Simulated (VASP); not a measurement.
# HfB2: electric field gradients with PBE

Crystal: HfB2.

```
CELL_PARAMETERS angstrom
9.42000 0.00000 0.00000
-3.14000 5.43864 0.00000
0.00000 0.00000 6.96000
ATOMIC_POSITIONS crystal
Hf 0.00000 0.00000 0.00000
Hf 0.00000 0.00000 0.50000
Hf 0.00000 0.50000 0.00000
Hf 0.00000 0.50000 0.50000
Hf 0.33333 0.00000 0.00000
Hf 0.33333 0.00000 0.50000
Hf 0.33333 0.50000 0.00000
Hf 0.33333 0.50000 0.50000
Hf 0.66667 0.00000 0.00000
Hf 0.66667 0.00000 0.50000
Hf 0.66667 0.50000 0.00000
Hf 0.66667 0.50000 0.50000
B 0.11111 0.33333 0.25000
B 0.11111 0.33333 0.75000
B 0.11111 0.83333 0.25000
B 0.11111 0.83333 0.75000
B 0.44444 0.33333 0.25000
B 0.44444 0.33333 0.75000
B 0.44444 0.83333 0.25000
B 0.44444 0.83333 0.75000
B 0.77778 0.33333 0.25000
B 0.77778 0.33333 0.75000
B 0.77778 0.83333 0.25000
B 0.77778 0.83333 0.75000
B 0.22222 0.16667 0.25000
B 0.22222 0.16667 0.75000
B 0.22222 0.66667 0.25000
B 0.22222 0.66667 0.75000
B 0.55556 0.16667 0.25000
B 0.55556 0.16667 0.75000
B 0.55556 0.66667 0.25000
B 0.55556 0.66667 0.75000
B 0.88889 0.16667 0.25000
B 0.88889 0.16667 0.75000
B 0.88889 0.66667 0.25000
B 0.88889 0.66667 0.75000
```

```json
{"Program": "VASP 6.6.1", "Task": "electric field gradients", "Functional": "PBE", "Potentials or basis": "VASP PAW PBE potentials, release 64 (Hf_pv, B)", "Cutoff": "520 eV", "k mesh": "3 × 5 × 4", "Occupations": "fermi-dirac, width 0.05 eV", "Spin": "no spin polarisation", "Dipole correction": "no", "Further INCAR settings": "LREAL = Auto; ALGO = Normal; EDIFF = 1e-08; NBANDS = 120"}
```

```
Pressure               : 1.0 GPa
Largest force          : 0.016 eV/Å
Band gap on the k mesh : zero (band 96 reaches 8.26 eV, above the bottom of band 97 at 7.38 eV)
```

Forces on the atoms (eV/Å):
```
Hf   0.000  0.000  0.000
Hf   0.000  0.000  0.000
Hf   0.000  0.000  0.000
Hf   0.000  0.000  0.000
Hf   0.000  0.000  0.000
Hf   0.000  0.000  0.000
Hf   0.000  0.000  0.000
Hf   0.000  0.000  0.000
Hf   0.000  0.000  0.000
Hf   0.000  0.000  0.000
Hf   0.000  0.000  0.000
Hf   0.000  0.000  0.000
B    0.015 -0.006  0.000
B    0.015 -0.006  0.000
B    0.015 -0.006  0.000
B    0.015 -0.006  0.000
B    0.015 -0.006  0.000
B    0.015 -0.006  0.000
B    0.015 -0.006  0.000
B    0.015 -0.006  0.000
B    0.015 -0.006  0.000
B    0.015 -0.006  0.000
B    0.015 -0.006  0.000
B    0.015 -0.006  0.000
B   -0.015  0.006  0.000
B   -0.015  0.006  0.000
B   -0.015  0.006  0.000
B   -0.015  0.006  0.000
B   -0.015  0.006  0.000
B   -0.015  0.006  0.000
B   -0.015  0.006  0.000
B   -0.015  0.006  0.000
B   -0.015  0.006  0.000
B   -0.015  0.006  0.000
B   -0.015  0.006  0.000
B   -0.015  0.006  0.000
```

Stress tensor (GPa, compression positive):
```
 0.82 -0.03  0.00
-0.03  0.91  0.00
 0.00  0.00  1.33
```

Levels at points of the mesh, in eV from the Fermi level:
```csv
k point,band 92,band 93,band 94,band 95,band 96,band 97,band 98,band 99,band 100,band 101
"(0.00, 0.00, 0.00)",-1.24,-1.24,-0.74,-0.74,-0.33,-0.33,0.28,0.28,0.96,0.96
"(0.00, 0.00, 0.50)",-2.34,-2.33,-2.33,0.10,0.10,1.32,1.32,1.35,1.35,1.35
```

Electric field gradients, principal values (V/Å²):
| atom | least | middle | greatest (by size) |
| --- | --- | --- | --- |
| 1 Hf | -37.412 | -38.705 | 76.117 |
| 2 Hf | -37.412 | -38.705 | 76.117 |
| 3 Hf | -37.412 | -38.705 | 76.117 |
| 4 Hf | -37.412 | -38.705 | 76.117 |
| 5 Hf | -37.412 | -38.705 | 76.117 |
| 6 Hf | -37.412 | -38.705 | 76.117 |
| 7 Hf | -37.412 | -38.705 | 76.117 |
| 8 Hf | -37.412 | -38.705 | 76.117 |
| 9 Hf | -37.412 | -38.705 | 76.117 |
| 10 Hf | -37.412 | -38.705 | 76.117 |
| 11 Hf | -37.412 | -38.705 | 76.117 |
| 12 Hf | -37.412 | -38.705 | 76.117 |
| 13 B | -0.837 | -0.879 | 1.716 |
| 14 B | -0.837 | -0.879 | 1.716 |
| 15 B | -0.837 | -0.879 | 1.716 |
| 16 B | -0.837 | -0.879 | 1.716 |
| 17 B | -0.837 | -0.879 | 1.716 |
| 18 B | -0.837 | -0.879 | 1.716 |
| 19 B | -0.837 | -0.879 | 1.716 |
| 20 B | -0.837 | -0.879 | 1.716 |
| 21 B | -0.837 | -0.879 | 1.716 |
| 22 B | -0.837 | -0.879 | 1.716 |
| 23 B | -0.837 | -0.879 | 1.716 |
| 24 B | -0.837 | -0.879 | 1.716 |
| 25 B | -0.837 | -0.879 | 1.716 |
| 26 B | -0.837 | -0.879 | 1.716 |
| 27 B | -0.837 | -0.879 | 1.716 |
| 28 B | -0.837 | -0.879 | 1.716 |
| 29 B | -0.837 | -0.879 | 1.716 |
| 30 B | -0.837 | -0.879 | 1.716 |
| 31 B | -0.837 | -0.879 | 1.716 |
| 32 B | -0.837 | -0.879 | 1.716 |
| 33 B | -0.837 | -0.879 | 1.716 |
| 34 B | -0.837 | -0.879 | 1.716 |
| 35 B | -0.837 | -0.879 | 1.716 |
| 36 B | -0.837 | -0.879 | 1.716 |

Wall time 31 min on 1 thread of Intel(R) Xeon(R) Platinum 8488C (Sapphire Rapids), with other jobs on the host, peak memory 0.83 GiB.

Caveat: without QUAD_EFG the Cq values of the log hold for a quadrupole moment of 1 mb, not for the nuclei; spin-orbit coupling is left out, which moves the levels of the heavy elements.
